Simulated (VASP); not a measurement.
Wanted: the native input for a VASP 6.6.1 run.

```yaml
Task: single point
Functional: PBE
Potentials_or_basis: VASP PAW PBE potentials, release 64 (Sn_d, Ge_d)
Cutoff: 520 eV
k_mesh: 12 × 12 × 12
Occupations: fermi-dirac, width 0.15 eV
Spin: no spin polarisation
Dipole_correction: no
Further_INCAR_settings: ALGO = Normal; EDIFF = 1e-06; NBANDS = 28
```

The structure of SnGe2 lies in POSCAR:

```
SnGe2
1.0
    0.0000000000      3.0531391523      3.0531391523
    3.0531391523      0.0000000000      3.0531391523
    3.0531391523      3.0531391523      0.0000000000
Sn Ge
1 2
Direct
    0.0000000000      0.0000000000      0.0000000000
    0.7500000000      0.7500000000      0.7500000000
    0.2500000000      0.2500000000      0.2500000000
```

One way to write it, as run:

INCAR

```
SYSTEM = SnGe2
  PREC = Accurate
  ENCUT = 520
  EDIFF = 1E-6
  ISMEAR = -1
  SIGMA = 0.15
  LREAL = .False.
  LASPH = .True.
  NELM = 100
  ALGO = Normal
  ISIF = 2
  LWAVE = .False.
  LCHARG = .False.
  GGA = PE
  NBANDS = 28
```

KPOINTS

```
regular mesh
0
Gamma
  12 12 12
  0 0 0
```

Potentials or basis: VASP PAW PBE potentials, release 64 (Sn_d, Ge_d).

Command:

```sh
$ cat potpaw_PBE.64/Sn_d/POTCAR potpaw_PBE.64/Ge_d/POTCAR > POTCAR
$ mpirun -np 1 vasp_std > vasp.out
```

Results of the run:

The pressure is 30.9 GPa. The band gap on the k mesh is zero (band 21 reaches 10.03 eV, above the bottom of band 22 at 7.93 eV).

Caveat: spin-orbit coupling is left out, which moves the levels of the heavy elements.

It took 35 s on 1 thread of Intel(R) Xeon(R) Platinum 8488C (Sapphire Rapids), with other jobs on the host, peak memory 0.24 GiB.
